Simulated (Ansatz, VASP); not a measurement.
# SiO2 in VASP and in Ansatz

```
Si O
1.0
     4.23588    0.00000    0.00000
     0.00000    4.53239    0.00000
     0.00000    0.00000    2.68977
Si O
2 4
Direct
  0.50000 0.50000 0.50000
  0.00000 0.00000 0.00000
  0.67438 0.71164 0.00000
  0.17438 0.78836 0.50000
  0.32562 0.28836 0.00000
  0.82562 0.21164 0.50000
```

Change from the starting cell: mode 4 frozen in at -0.112 Å, normal strain along y +0.0700.

Alike in both runs: task single point; functional PBE; k mesh 6 × 6 × 8; occupations gaussian, width 0.05 eV; no spin polarisation.

```csv
,VASP,Ansatz
version,VASP 6.6.1,Ansatz 0.2.0
potentials or method,"VASP PAW PBE potentials, release 64 (Si, O), cutoff 520 eV","scalar-relativistic, plane waves, PAW"
valence electrons in the cell,32,32
```

```tsv
	VASP	Ansatz	Ansatz less VASP
gap on the k mesh at the Fermi level (eV)	3.80	3.83	+0.026
least direct gap on the mesh (eV)	3.80	3.83	+0.026
pressure (GPa)	-16.4	-16.7	-0.27
traceless stress, the component that is largest in VASP (GPa)	-20.36	-20.16	+0.203
rms of the force components (eV/Å)	0.561	0.570	+0.0097
```

Atom by atom the forces differ by 0.012 eV/Å (rms over components).
